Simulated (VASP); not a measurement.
# Li2S (Fm-3m) in VASP: a series of runs

Li2S is run at these levels: PBE; tasks: single point.

All numbers are computed with VASP 6.6.1; they aren't measurements. Logs are shortened: lines on timing, memory, paths and dates and some standing lists are left out, and cuts for length are marked.

## 1. The cell of the first run

The structure is cubic, space group Fm-3m (No. 225). Conventional cell: a = 5.706 Å, b = 5.706 Å, c = 5.706 Å, α = 90.00°, β = 90.00°, γ = 90.00°. Li (site symmetry -43m) has 4 S at 2.47 Å and 6 Li at 2.85 Å within 3.3 Å. Within 3.3 Å of S (site symmetry m-3m) lie 8 Li at 2.47 Å.

## 2. Single point, PBE

Input file INCAR:

```
PREC     = Accurate       # precision mode
ENCUT    = 750            # plane-wave cutoff, eV
EDIFF    = 1E-6           # SCF threshold, eV
ISMEAR   = 0              # smearing method
SIGMA    = 0.01           # smearing width, eV
LREAL    = False          # projectors in reciprocal space
LASPH    = True           # aspherical terms in the spheres
NELM     = 120            # most SCF steps
ALGO     = Normal         # electronic algorithm
ISIF     = 2              # what is computed and relaxed
LWAVE    = False          # write WAVECAR
LCHARG   = True           # write CHGCAR
GGA      = PE             # functional
LELF     = True           # ELF
LVHAR    = True         
NBANDS   = 13             # bands
GGA_COMPAT= False
```

Input file KPOINTS:

```
Automatic mesh
0
Gamma
  6 6 6
```

Input file POSCAR:

```
Li2S
1.0
    0.0000000000      2.8528159655      2.8528159655
    2.8528159655      0.0000000000      2.8528159655
    2.8528159655      2.8528159655      0.0000000000
Li S
2 1
Direct
    0.2500000000      0.2500000000      0.2500000000
    0.7500000000      0.7500000000      0.7500000000
    0.0000000000      0.0000000000      0.0000000000
```

Potentials or basis: VASP PAW PBE potentials, release 64 (Li_sv, S).

Run with:

```
> cat potpaw_PBE.64/Li_sv/POTCAR potpaw_PBE.64/S/POTCAR > POTCAR
> mpirun -np 1 vasp_std > vasp.out
```

OUTCAR:

```text
PREC = Accurate
   ENCUT = 750
   EDIFF = 1E-6
   ISMEAR = 0
   LREAL = False
   LASPH = True
   NELM = 120
   ISIF = 2
   GGA = PE

 ion  position               nearest neighbor table
   1  0.250  0.250  0.250-   3 2.47   3 2.47   3 2.47   3 2.47
   2  0.750  0.750  0.750-   3 2.47   3 2.47   3 2.47   3 2.47
   3  0.000  0.000  0.000-   2 2.47   2 2.47   2 2.47   1 2.47   2 2.47   1 2.47   1 2.47   1 2.47

  LATTYP: Found a face centered cubic cell.
 ALAT       =     5.7056319310

  Lattice vectors:

 A1 = (   0.0000000000,   2.8528159655,   2.8528159655)
 A2 = (   2.8528159655,   0.0000000000,   2.8528159655)
 A3 = (   2.8528159655,   2.8528159655,   0.0000000000)

Analysis of symmetry for initial positions (statically):
=====================================================================
 Subroutine PRICEL returns:
 Original cell was already a primitive cell.

 Routine SETGRP: Setting up the symmetry group for a
 face centered cubic supercell.

 Subroutine GETGRP returns: Found 48 space group operations
 (whereof 48 operations were pure point group operations)
 out of a pool of 48 trial point group operations.

The static configuration has the point symmetry O_h .

Analysis of symmetry for dynamics (positions and initial velocities):
=====================================================================
 Subroutine PRICEL returns:
 Original cell was already a primitive cell.

 Routine SETGRP: Setting up the symmetry group for a
 face centered cubic supercell.

 Subroutine GETGRP returns: Found 48 space group operations
 (whereof 48 operations were pure point group operations)
 out of a pool of 48 trial point group operations.

The dynamic configuration has the point symmetry O_h .

 Subroutine INISYM returns: Found 48 space group operations
 (whereof 48 operations are pure point group operations),
 and found     1 'primitive' translations

----------------------------------------------------------------------------------------

                                     Primitive cell

  volume of cell :      46.4356

  direct lattice vectors                    reciprocal lattice vectors
     0.000000000  2.852815966  2.852815966    -0.175265424  0.175265424  0.175265424
     2.852815966  0.000000000  2.852815966     0.175265424 -0.175265424  0.175265424
     2.852815966  2.852815966  0.000000000     0.175265424  0.175265424 -0.175265424

  length of vectors
     4.034491029  4.034491029  4.034491029     0.303568619  0.303568619  0.303568619

  position of ions in fractional coordinates (direct lattice)
     0.250000000  0.250000000  0.250000000
     0.750000000  0.750000000  0.750000000
     0.000000000  0.000000000  0.000000000

  ion indices of the primitive-cell ions
   primitive index   ion index
                 1           1
                 2           2
                 3           3

----------------------------------------------------------------------------------------

 KPOINTS: Automatic mesh

Automatic generation of k-mesh.
 Grid dimensions read from file:
 generate k-points for:    6    6    6

 Generating k-lattice:

  Cartesian coordinates                     Fractional coordinates (reciprocal lattice)
    -0.029210904  0.029210904  0.029210904     0.166666667  0.000000000  0.000000000
     0.029210904 -0.029210904  0.029210904     0.000000000  0.166666667  0.000000000
     0.029210904  0.029210904 -0.029210904     0.000000000  0.000000000  0.166666667

  Length of vectors
     0.050594770  0.050594770  0.050594770

  Shift w.r.t. Gamma in fractional coordinates (k-lattice)
     0.000000000  0.000000000  0.000000000

 Subroutine IBZKPT returns following result:
 ===========================================

 Found     16 irreducible k-points:

 Following reciprocal coordinates:
            Coordinates               Weight
  0.000000  0.000000  0.000000      1.000000
  0.166667  0.000000  0.000000      8.000000
  0.333333  0.000000  0.000000      8.000000
  0.500000  0.000000  0.000000      4.000000
  0.166667  0.166667  0.000000      6.000000
  0.333333  0.166667  0.000000     24.000000
[... 8 lines left out ...]
 -0.333333  0.333333  0.166667     24.000000
 -0.333333  0.500000  0.166667     12.000000
   k-points           NKPTS =     16   k-points in BZ     NKDIM =     16   number of bands    NBANDS=     13
   number of dos      NEDOS =    301   number of ions     NIONS =      3
   total plane-waves  NPLWV =  46656
   dimension x,y,z NGX =    36 NGY =   36 NGZ =   36
   dimension x,y,z NGXF=    72 NGYF=   72 NGZF=   72
   ions per type =               2   1
   NGX,Y,Z   is equivalent  to a cutoff of  14.83, 14.83, 14.83 a.u.
   NGXF,Y,Z  is equivalent  to a cutoff of  29.67, 29.67, 29.67 a.u.
 SYSTEM =  unknown system
   PREC   = accura    normal or accurate (medium, high low for compatibility)
   ISTART =      0    job   : 0-new  1-cont  2-samecut
   ICHARG =      2    charge: 1-file 2-atom 10-const
   ISPIN  =      1    spin polarized calculation?
   LNONCOLLINEAR =      F non collinear calculations
   LSORBIT =      F    spin-orbit coupling
   LASPH  =      T    aspherical Exc in radial PAW
   ENCUT  =  750.0 eV  55.12 Ry    7.42 a.u.   9.01  9.01  9.01*2*pi/ulx,y,z
   NELM   =    120;   NELMIN=  2; NELMDL= -5     # of ELM steps
   EDIFF  = 0.1E-05   stopping-criterion for ELM
   LREAL  =      F    real-space projection
   EDIFFG = 0.1E-04   stopping-criterion for IOM
   NSW    =      0    number of steps for IOM
   IBRION =     -1    ionic relax: 0-MD 1-quasi-New 2-CG
   NFREE  =      0    steps in history (QN), initial steepest desc. (CG)
   ISIF   =      2    stress and relaxation
   ISYM   =      2    0-nonsym 1-usesym 2-fastsym
   POTIM  = 0.5000    time-step for ionic-motion
   TEBEG  =    0.0;   TEEND  =   0.0 temperature during run
   PSTRESS=    0.0 pullay stress
   NELECT =      12.0000    total number of electrons
   NUPDOWN=      -1.0000    fix difference up-down
   EMIN   =  10.00;   EMAX   =-10.00  energy-range for DOS
   EFERMI =   0.00;   METHOD = LEGACY
   ISMEAR =     0;   SIGMA  =   0.01  broadening in eV -4-tet -1-fermi 0-gaus
   EFERMI_NEDOS =   21; number of points for ismear=-14 and -15
   IALGO  =     38    algorithm
   IMIX   =      4    mixing-type and parameters
     AMIX     =   0.40;   BMIX     =  1.00
     AMIX_MAG =   1.60;   BMIX_MAG =  1.00
  volume/ion in A,a.u.               =      15.48       104.45
  Fermi-wavevector in a.u.,A,eV,Ry     =   1.042761  1.970533 14.794305  1.087351
  Thomas-Fermi vector in A             =   2.177441
   LORBIT       =      0    0 simple, 1 ext, 2 COOP (PROOUT), +10 PAW based schemes
   GGA     = PE    functional components
   LHFCALC =     F    Hartree Fock is set to
   AEXX    =    0.0000 exact exchange contribution
   IVDW    =     0    specifies the selected vdW correction
   LEPSILON=     F    determine dielectric tensor
   LRPA    =     F    only Hartree local field effects (RPA)
 non-spin polarized calculation
 Gauss-broadening in eV      SIGMA  =   0.01
  energy-cutoff  :      750.00
  volume of cell :       46.44
 maximum number of plane-waves:      2200
   NGX = 17   NGY = 17   NGZ = 17

 number of electron      11.9999999 magnetization

 Free energy of the ion-electron system (eV)
  ---------------------------------------------------
  ext. energy  EPLUGINS =         0.00000000
  ---------------------------------------------------
  free energy    TOTEN  =       -11.99484867 eV

  energy without entropy =      -11.99484867  energy(sigma->0) =      -11.99484867

 E-fermi :   1.4950     XC(G=0):  -8.4924

 val. band max:        1.4383573692   @ k =   0.0000   0.0000   0.0000
 cond. band min:       4.8309822794   @ k =   0.5000   0.5000   0.0000
 fundamental gap:      3.3926249102
 Fermi energy:         1.4950485777

 k-point     1 :       0.0000    0.0000    0.0000
  band No.  band energies     occupation
      1     -42.7406      2.00000
      2     -42.6988      2.00000
      3      -9.5757      2.00000
      4       1.4384      2.00000
      5       1.4384      2.00000
      6       1.4384      2.00000
      7       5.6876      0.00000
      8       7.6667      0.00000
      9       7.6667      0.00000
     10       7.6667      0.00000
     11      12.6076      0.00000
     12      12.6076      0.00000
     13      13.8458      0.00000

 k-point     2 :       0.1667    0.0000    0.0000
  band No.  band energies     occupation
      1     -42.7377      2.00000
      2     -42.7014      2.00000
      3      -9.4785      2.00000
      4       0.4907      2.00000
      5       1.2929      2.00000
      6       1.2929      2.00000
      7       6.3506      0.00000
      8       8.0384      0.00000
      9       8.0384      0.00000
     10       8.2622      0.00000
     11      11.3782      0.00000
     12      11.3782      0.00000
     13      14.0998      0.00000

 k-point     3 :       0.3333    0.0000    0.0000
  band No.  band energies     occupation
      1     -42.7296      2.00000
      2     -42.7087      2.00000
      3      -9.2645      2.00000
      4      -0.8634      2.00000
      5       1.0433      2.00000
      6       1.0433      2.00000
      7       7.1617      0.00000
      8       8.1898      0.00000
      9       8.1898      0.00000
     10       9.3701      0.00000
     11      11.8517      0.00000
     12      11.8517      0.00000
     13      14.7859      0.00000
[... 177 lines left out ...]
 k-point    15 :      -0.3333    0.3333    0.1667
  band No.  band energies     occupation
      1     -42.7188      2.00000
      2     -42.7187      2.00000
      3      -9.0444      2.00000
      4      -0.9065      2.00000
      5      -0.1021      2.00000
      6       0.2717      2.00000
      7       7.0824      0.00000
      8       8.3293      0.00000
      9      10.4100      0.00000
     10      10.8922      0.00000
     11      11.1820      0.00000
     12      13.1460      0.00000
     13      14.7368      0.00000

 k-point    16 :      -0.3333    0.5000    0.1667
  band No.  band energies     occupation
      1     -42.7221      2.00000
      2     -42.7152      2.00000
      3      -9.0120      2.00000
      4      -0.5553      2.00000
      5      -0.2310      2.00000
      6      -0.1853      2.00000
      7       6.1145      0.00000
      8       9.3567      0.00000
      9       9.7780      0.00000
     10      11.4819      0.00000
     11      12.8867      0.00000
     12      13.8053      0.00000
     13      14.0244      0.00000

------------------------ aborting loop because EDIFF is reached ----------------------------------------

  FORCE on cell =-STRESS in cart. coord.  units (eV):
  Direction    XX          YY          ZZ          XY          YZ          ZX
  --------------------------------------------------------------------------------------
  -------------------------------------------------------------------------------------
  Total       -0.0358161     -0.0358161     -0.0358161      0.0000000     -0.0000000      0.0000000
  in kB       -1.2357713     -1.2357713     -1.2357713      0.0000000     -0.0000000      0.0000000
  external PRESSURE =      -1.2357713 kB  Pullay stress =       0.0000000 kB

 VOLUME and BASIS-vectors are now :
 -----------------------------------------------------------------------------
  energy-cutoff  :      750.00
  volume of cell :       46.44
      direct lattice vectors                 reciprocal lattice vectors
     0.000000000  2.852815966  2.852815966    -0.175265424  0.175265424  0.175265424
     2.852815966  0.000000000  2.852815966     0.175265424 -0.175265424  0.175265424
     2.852815966  2.852815966  0.000000000     0.175265424  0.175265424 -0.175265424

 POSITION                                       TOTAL-FORCE (eV/Angst)
 -----------------------------------------------------------------------------------
      1.42641      1.42641      1.42641         0.000000      0.000000      0.000000
      4.27922      4.27922      4.27922        -0.000000     -0.000000     -0.000000
      0.00000      0.00000      0.00000         0.000000      0.000000      0.000000
 -----------------------------------------------------------------------------------
    total drift:                                0.000000      0.000000      0.000000

  FREE ENERGIE OF THE ION-ELECTRON SYSTEM (eV)
  ---------------------------------------------------
  free  energy   TOTEN  =       -11.9948486731 eV

  energy  without entropy=      -11.9948486731  energy(sigma->0) =      -11.99484867
```

Run time: 20 s. Hardware: 1 thread of Intel Xeon Platinum 8488C (Sapphire Rapids), shared host; peak memory 0.19 GiB.

What came out:

- Free energy: -11.9948 eV
- Pressure: -0.1 GPa
- Band gap on the k mesh: 3.39 eV, indirect (least direct gap 4.25 eV)

A k mesh can miss the band edges. Expect the measured gap to be larger: semilocal functionals such as PBE lack the derivative discontinuity.

## 3. Single point, PBE (volume changed by +3%)

Input file INCAR:

```
SYSTEM = Li2S
PREC = Accurate ; ENCUT = 750
EDIFF = 1E-6 ; ISMEAR = 0
SIGMA = 0.01 ; LREAL = .FALSE.
LASPH = .TRUE. ; NELM = 120
ALGO = Normal ; ISIF = 2
LWAVE = .FALSE. ; LCHARG = .FALSE.
GGA = PE ; NBANDS = 13
GGA_COMPAT = .FALSE.
```

Input file KPOINTS:

```
regular mesh
0
G
  6 6 6
  0 0 0
```

Input file POSCAR:

```
Li2S
1.0
    0.0000000000      2.8810635052      2.8810635052
    2.8810635052      0.0000000000      2.8810635052
    2.8810635052      2.8810635052      0.0000000000
Li S
2 1
Direct
    0.2500000000      0.2500000000      0.2500000000
    0.7500000000      0.7500000000      0.7500000000
    0.0000000000      0.0000000000      0.0000000000
```

Potentials or basis: VASP PAW PBE potentials, release 64 (Li_sv, S).

Run with:

```
> cat potpaw_PBE.64/Li_sv/POTCAR potpaw_PBE.64/S/POTCAR > POTCAR
> mpirun -np 1 vasp_std > vasp.out
```

OUTCAR:

```text
SYSTEM = Li2S
   PREC = Accurate
   ENCUT = 750
   EDIFF = 1E-6
   ISMEAR = 0
   LREAL = .FALSE.
   LASPH = .TRUE.
   NELM = 120
   ISIF = 2
   GGA = PE

 ion  position               nearest neighbor table
   1  0.250  0.250  0.250-   3 2.50   3 2.50   3 2.50   3 2.50
   2  0.750  0.750  0.750-   3 2.50   3 2.50   3 2.50   3 2.50
   3  0.000  0.000  0.000-   2 2.50   2 2.50   2 2.50   1 2.50   2 2.50   1 2.50   1 2.50   1 2.50

  LATTYP: Found a face centered cubic cell.
 ALAT       =     5.7621270104

  Lattice vectors:

 A1 = (   0.0000000000,   2.8810635052,   2.8810635052)
[... 436 lines left out ...]
  Direction    XX          YY          ZZ          XY          YZ          ZX
  --------------------------------------------------------------------------------------
  -------------------------------------------------------------------------------------
  Total       -0.3751210     -0.3751210     -0.3751210      0.0000000     -0.0000000      0.0000000
  in kB      -12.5658972    -12.5658972    -12.5658972      0.0000000     -0.0000000      0.0000000
  external PRESSURE =     -12.5658972 kB  Pullay stress =       0.0000000 kB

 VOLUME and BASIS-vectors are now :
 -----------------------------------------------------------------------------
  energy-cutoff  :      750.00
  volume of cell :       47.83
      direct lattice vectors                 reciprocal lattice vectors
     0.000000000  2.881063505  2.881063505    -0.173547025  0.173547025  0.173547025
     2.881063505  0.000000000  2.881063505     0.173547025 -0.173547025  0.173547025
     2.881063505  2.881063505  0.000000000     0.173547025  0.173547025 -0.173547025

 POSITION                                       TOTAL-FORCE (eV/Angst)
 -----------------------------------------------------------------------------------
      1.44053      1.44053      1.44053         0.000000      0.000000      0.000000
      4.32160      4.32160      4.32160        -0.000000     -0.000000     -0.000000
      0.00000      0.00000      0.00000        -0.000000      0.000000     -0.000000
 -----------------------------------------------------------------------------------
    total drift:                                0.000000      0.000000      0.000000

  FREE ENERGIE OF THE ION-ELECTRON SYSTEM (eV)
  ---------------------------------------------------
  free  energy   TOTEN  =       -11.9895622914 eV

  energy  without entropy=      -11.9895622914  energy(sigma->0) =      -11.98956229
```

stdout:

```text
POSCAR found type information on POSCAR LiS
 POSCAR found :  2 types and       3 ions
 scaLAPACK will be used
 LDA part: xc-table for (Slater+PW92), standard interpolation
 POSCAR, INCAR and KPOINTS ok, starting setup
 FFT: planning ... GRIDC
 FFT: planning ... GRID_SOFT
 FFT: planning ... GRID
 WAVECAR not read
 entering main loop
```

Wall time 20 s (1 thread of Intel Xeon Platinum 8488C (Sapphire Rapids), shared host); peak memory 0.19 GiB.

What came out:

- Free energy: -11.9896 eV
- Pressure: -1.3 GPa
- Band gap on the k mesh: 3.41 eV, indirect (least direct gap 4.10 eV)

(Part 1 of 2 ends here.)
